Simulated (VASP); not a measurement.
BAs (zincblende type): relaxation of cell and atoms with LDA

BAs (zincblende type):

```
B As
1.0
     0.00000    2.40620    2.40620
     2.40620    0.00000    2.40620
     2.40620    2.40620    0.00000
B As
1 1
Cartesian
  0.0000 0.0000 0.0000
  1.2031 1.2031 1.2031
```

```
Program                : VASP 6.6.1
Task                   : relaxation of cell and atoms
Functional             : LDA
Potentials or basis    : VASP PAW LDA potentials, release 64 (B, As)
Cutoff                 : 600 eV
k mesh                 : 15 × 15 × 15
Occupations            : fermi-dirac, width 0.05 eV
Spin                   : no spin polarisation
Dipole correction      : no
Further INCAR settings : ALGO = Normal; EDIFF = 1e-07; IBRION = 2; EDIFFG = -0.005; NSW = 60; ISIF = 3
```

- Relaxed volume: 13.33 Å³/atom
- Relaxed cell: a = 3.353 Å, b = 3.353 Å, c = 3.353 Å, α = 60.00°, β = 60.00°, γ = 60.00°
- Space group after relaxing (to 0.05 Å): F-43m (No. 216)
- Energy gained by relaxing: 11.5 meV/atom
- Ionic steps: 3
- Pressure after relaxing: 0.0 GPa
- Band gap on the k mesh: 1.10 eV, indirect (least direct gap 3.28 eV)

Step by step:
| step | energy change (eV) | largest force (eV/Å) | pressure (GPa) | volume (Å³) |
| --- | --- | --- | --- | --- |
| 1 | 0.0000 | 0.0000 | -5.94 | 27.86 |
| 2 | -0.0105 | 0.0000 | 4.98 | 25.83 |
| 3 | -0.0231 | 0.0000 | -0.02 | 26.67 |

Final structure:
```
B As
1.0
     0.00000    2.37123    2.37123
     2.37123    0.00000    2.37123
     2.37123    2.37123    0.00000
B As
1 1
Cartesian
  0.0000 0.0000 0.0000
  1.1856 1.1856 1.1856
```

Levels at points of the mesh, in eV from the valence-band top:
| k point | band 1 | band 2 | band 3 | band 4 | band 5 | band 6 | band 7 | band 8 |
| --- | --- | --- | --- | --- | --- | --- | --- | --- |
| (0.00, 0.00, 0.00) | -15.58 | 0.00 | 0.00 | 0.00 | 3.28 | 3.28 | 3.28 | 4.97 |

Wall time 25 s on 1 thread of Intel(R) Xeon(R) 6975P-C (Granite Rapids), on a shared host, peak memory 0.17 GiB.

A k mesh can miss the band edges. Expect the measured gap to be larger: semilocal functionals such as LDA lack the derivative discontinuity.
